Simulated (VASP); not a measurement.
Write the native input for VASP 6.6.1 that does the following.

| Property | Result |
| --- | --- |
| Task | single point |
| Functional | PBEsol |
| Dispersion | D4 |
| Potentials or basis | VASP PAW PBE potentials, release 64 (F, Li_sv) |
| Cutoff | 520 eV |
| k mesh | 9 × 9 × 9 |
| Occupations | fermi-dirac, width 0.1 eV |
| Spin | no spin polarisation |
| Dipole correction | no |
| Further INCAR settings | ALGO = Normal; EDIFF = 1e-07; NBANDS = 12 |

The structure of LiF lies in POSCAR:

```
LiF
1.0
    0.0000000000      2.0140000000      2.0140000000
    2.0140000000      0.0000000000      2.0140000000
    2.0140000000      2.0140000000      0.0000000000
F Li
1 1
Direct
    0.5262920000      0.4790420000      0.4844860000
    0.0006450000      0.0223260000      0.0136390000
```

This cell differs from its parent crystal: atoms moved at random.

One way to write it, as run:

INCAR

```
PREC     = Accurate       # precision mode
ENCUT    = 520            # plane-wave cutoff, eV
EDIFF    = 1E-7           # SCF threshold, eV
ISMEAR   = -1             # smearing method
SIGMA    = 0.1            # smearing width, eV
LREAL    = F              # projectors in reciprocal space
LASPH    = T              # aspherical terms in the spheres
NELM     = 100            # most SCF steps
ALGO     = Normal         # electronic algorithm
ISIF     = 2              # what is computed and relaxed
LWAVE    = F              # write WAVECAR
LCHARG   = F              # write CHGCAR
GGA      = PS             # functional
IVDW     = 13             # dispersion correction
NBANDS   = 12             # bands
```

KPOINTS

```
Automatic mesh
0
Gamma
  9 9 9
```

Potentials or basis: VASP PAW PBE potentials, release 64 (F, Li_sv).

The run is started by

```console
$ cat potpaw_PBE.64/F/POTCAR potpaw_PBE.64/Li_sv/POTCAR > POTCAR
$ mpirun -np 1 vasp_std > vasp.out
```

It gave:

The largest force is 0.299 eV/Å. The band gap on the k mesh is 8.88 eV. The dispersion energy per atom is -0.035 eV.

Caveat: the cell differs from its parent crystal (atoms moved at random); the PAW data sets were made with another functional, which shifts forces and pressure a little; an odd mesh through Γ misses points on the zone boundary, where band edges can lie.

Run time: 89 s on 1 thread of Intel Xeon 8259CL (shared host), peak memory 0.18 GiB.
